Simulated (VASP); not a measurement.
# V (Im-3m) in VASP: a series of runs, part 2 of 2

VASP 6.6.1. The steps go on from the part before.

## Step 4: Single point, PBE, collinear spin, ferromagnetic start

Contents of INCAR:

```
PREC = Accurate
ENCUT = 520
EDIFF = 1E-6
ISMEAR = -1
SIGMA = 0.05
LREAL = False
LASPH = True
NELM = 150
ALGO = Normal
ISIF = 2
LWAVE = False
LCHARG = False
ISPIN = 2
MAGMOM = 3.5
LORBIT = 11
LMAXMIX = 4
GGA = PE
NBANDS = 16
```

Contents of KPOINTS:

```
regular mesh
0
Gamma
  12 12 12
```

Contents of POSCAR:

```
V
1.0
   -1.5143500000      1.5143500000      1.5143500000
    1.5143500000     -1.5143500000      1.5143500000
    1.5143500000      1.5143500000     -1.5143500000
V
1
Direct
    0.0000000000      0.0000000000      0.0000000000
```

Potentials or basis: VASP PAW PBE potentials, release 64 (V_sv).

Command:

```console
cat potpaw_PBE.64/V_sv/POTCAR > POTCAR
mpirun -np 1 vasp_std > vasp.out
```

OUTCAR:

```text
PREC = Accurate
   ENCUT = 520
   EDIFF = 1E-6
   ISMEAR = -1
   LREAL = False
   LASPH = True
   NELM = 150
   ISIF = 2
   ISPIN = 2
   LORBIT = 11
   GGA = PE

 ion  position               nearest neighbor table
   1  0.000  0.000  0.000-

  LATTYP: Found a body centered cubic cell.
 ALAT       =     3.0287000000

  Lattice vectors:

 A1 = (  -1.5143500000,   1.5143500000,   1.5143500000)
 A2 = (   1.5143500000,  -1.5143500000,   1.5143500000)
 A3 = (   1.5143500000,   1.5143500000,  -1.5143500000)

Analysis of symmetry for initial positions (statically):
=====================================================================
 Subroutine PRICEL returns:
 Original cell was already a primitive cell.

 Routine SETGRP: Setting up the symmetry group for a
 body centered cubic supercell.

 Subroutine GETGRP returns: Found 48 space group operations
 (whereof 48 operations were pure point group operations)
 out of a pool of 48 trial point group operations.

The static configuration has the point symmetry O_h .

Analysis of symmetry for dynamics (positions and initial velocities):
[... 181 lines left out ...]
      1     -54.4259      1.00000
      2     -27.7741      1.00000
      3     -27.7741      1.00000
      4     -27.7741      1.00000
      5       2.8107      1.00000
      6       9.7348      0.00026
[... 435 lines left out ...]
      5       6.6949      1.00000
      6       8.1709      1.00000
[... 8 lines left out ...]
     15      38.0628      0.00000
     16      38.5046      0.00000

 [... further k-points ...]

 spin component 2

 k-point     1 :       0.0000    0.0000    0.0000
  band No.  band energies     occupation
      1     -54.4252      1.00000
      2     -27.7735      1.00000
      3     -27.7735      1.00000
      4     -27.7735      1.00000
      5       2.8112      1.00000
      6       9.7356      0.00026
[... 435 lines left out ...]
      5       6.6955      1.00000
      6       8.1717      1.00000
[... 8 lines left out ...]
     15      38.0633      0.00000
     16      38.5052      0.00000

 [... further k-points ...]
[... 5 lines left out ...]
  --------------------------------------------------------------------------------------
  -------------------------------------------------------------------------------------
  Total       -0.4474835     -0.4474835     -0.4474835      0.0000000      0.0000000      0.0000000
  in kB      -51.6117813    -51.6117813    -51.6117813      0.0000000      0.0000000      0.0000000
  external PRESSURE =     -51.6117813 kB  Pullay stress =       0.0000000 kB

 VOLUME and BASIS-vectors are now :
 -----------------------------------------------------------------------------
  energy-cutoff  :      520.00
  volume of cell :       13.89
      direct lattice vectors                 reciprocal lattice vectors
    -1.514350000  1.514350000  1.514350000     0.000000000  0.330174662  0.330174662
     1.514350000 -1.514350000  1.514350000     0.330174662  0.000000000  0.330174662
     1.514350000  1.514350000 -1.514350000     0.330174662  0.330174662  0.000000000

 POSITION                                       TOTAL-FORCE (eV/Angst)
 -----------------------------------------------------------------------------------
      0.00000      0.00000      0.00000         0.000000     -0.000000      0.000000
 -----------------------------------------------------------------------------------
    total drift:                                0.000000     -0.000000      0.000000

  FREE ENERGIE OF THE ION-ELECTRON SYSTEM (eV)
  ---------------------------------------------------
  free  energy   TOTEN  =        -8.9873186706 eV

  energy  without entropy=       -8.9693355383  energy(sigma->0) =       -8.97832710

 total charge

# of ion       s       p       d       tot
------------------------------------------
    1        2.332   6.212   3.056  11.600

 magnetization (x)

# of ion       s       p       d       tot
------------------------------------------
    1        0.000   0.000   0.001   0.001
```

Run time: 68 s. Hardware: 1 thread of AMD EPYC 7R43 (Zen 3), shared host; peak memory 0.1 GiB.

Results:

* Free energy: -8.9873 eV
* Pressure: -5.2 GPa
* Net moment: 0.00 μB per cell
* Valence electrons inside the program's atomic spheres: V 11.60

## Step 5: Single point, r2SCAN, collinear spin, ferromagnetic start

This run uses another cell than the first one, of 13.06 Å³/atom, 0.940 times its volume.

Contents of POSCAR:

```
V
1.0
   -1.4834362237      1.4834362237      1.4834362237
    1.4834362237     -1.4834362237      1.4834362237
    1.4834362237      1.4834362237     -1.4834362237
V
1
Direct
    0.0000000000      0.0000000000      0.0000000000
```

Contents of INCAR.step1:

```
ALGO = Normal
EDIFF = 1E-4
ENCUT = 520
GGA = PE
ISMEAR = -1
ISPIN = 2
LASPH = True
LCHARG = False
LMAXMIX = 4
LREAL = False
LWAVE = True
MAGMOM = 2
NBANDS = 16
NELM = 150
PREC = Accurate
SIGMA = 0.05
```

Contents of INCAR.step2:

```
ALGO = Normal
EDIFF = 1E-7
ENCUT = 520
ISIF = 2
ISMEAR = -1
ISPIN = 2
ISTART = 1
LASPH = True
LCHARG = False
LMAXMIX = 4
LMIXTAU = True
LORBIT = 11
LREAL = False
LWAVE = False
MAGMOM = 2
METAGGA = R2SCAN
NBANDS = 16
NELM = 150
PREC = Accurate
SIGMA = 0.05
```

Contents of KPOINTS:

```
k-points
0
Gamma
  12 12 12
```

Command:

```console
cat potpaw_PBE.64/V_sv/POTCAR > POTCAR
cp INCAR.step1 INCAR
mpirun -np 1 vasp_std > vasp.out
cp INCAR.step2 INCAR
mpirun -np 1 vasp_std > vasp.out
```

Run time: 2.4 min. Hardware: 1 thread of Intel Xeon Platinum 8259CL at 2.50GHz (Skylake/Cascade Lake), shared host; peak memory 0.15 GiB.

The run converged. Its results:

```yaml
Free_energy: -14.1264 eV
Pressure: 3.9 GPa
Net_moment: 0.00 μB per cell
Valence_electrons_inside_the_program's_atomic_spheres: V 11.68
```

Levels at points of the mesh, in eV from the Fermi level:
Spin up:
```tsv
k point	band 3	band 4	band 5	band 6	band 7	band 8	band 9	band 10
(0.00, 0.00, 0.00)	-38.36	-38.36	-7.12	0.50	0.50	0.50	2.76	2.76
(0.50, 0.00, 0.00)	-38.68	-38.37	-3.44	-1.20	1.64	2.75	3.17	4.48
(0.50, 0.50, 0.50)	-39.06	-39.06	-3.25	-3.25	4.05	4.05	4.05	10.96
```
Spin down:
```
           k point  band 2  band 3  band 4  band 5  band 6  band 7  band 8  band 9  band 10  band 11
(0.00, 0.00, 0.00)  -38.36  -38.36  -38.36   -7.12    0.50    0.50    0.50    2.76     2.76    21.49
(0.50, 0.00, 0.00)  -39.40  -38.68  -38.37   -3.44   -1.20    1.64    2.75    3.16     4.48    11.02
(0.50, 0.50, 0.50)  -39.06  -39.06  -39.06   -3.25   -3.25    4.05    4.05    4.05    10.96    10.96
```

Caveat: the PAW data sets were made with another functional, which shifts forces and pressure a little.

## Step 6: Overview

| task | level | potentials or basis | cell | cutoff (eV) | gap on the mesh (eV) | pressure (GPa) | moment (μB) |
| --- | --- | --- | --- | --- | --- | --- | --- |
| relaxation of cell and atoms | BLYP+D3(BJ) | VASP PAW PBE potentials, release 64 (V_sv) | relaxed from a = 2.623 Å, angles 109.5°, 1 atom | 600 | none | -0.1 | 0.00 |
| single point | LDA | VASP PAW LDA potentials, release 64 (V_sv) | a = 2.623 Å, angles 109.5°, 1 atom | 520 | none | -17.4 | 0.00 |
| single point | PBE | VASP PAW PBE potentials, release 64 (V_sv) | a = 2.623 Å, angles 109.5°, 1 atom | 520 | none | -5.2 | 0.00 |
| single point | r2SCAN | VASP PAW PBE potentials, release 64 (V_sv) | a = 2.569 Å, angles 109.5°, 1 atom | 520 | none | 3.9 | 0.00 |

Alike in all rows: spin collinear, ferromagnetic start; k mesh 12 × 12 × 12; smearing fermi-dirac 0.05 eV.

Caveats: the PAW data sets were made with another functional, which shifts forces and pressure a little (some runs); the volume moved by -11 % from the deposited cell, more than functionals usually miss (some runs); pairwise dispersion overbinds metals, which lowers pressure and volume (some runs).

Total energies depend on the potentials used, so only differences within one code and one set of settings carry meaning.
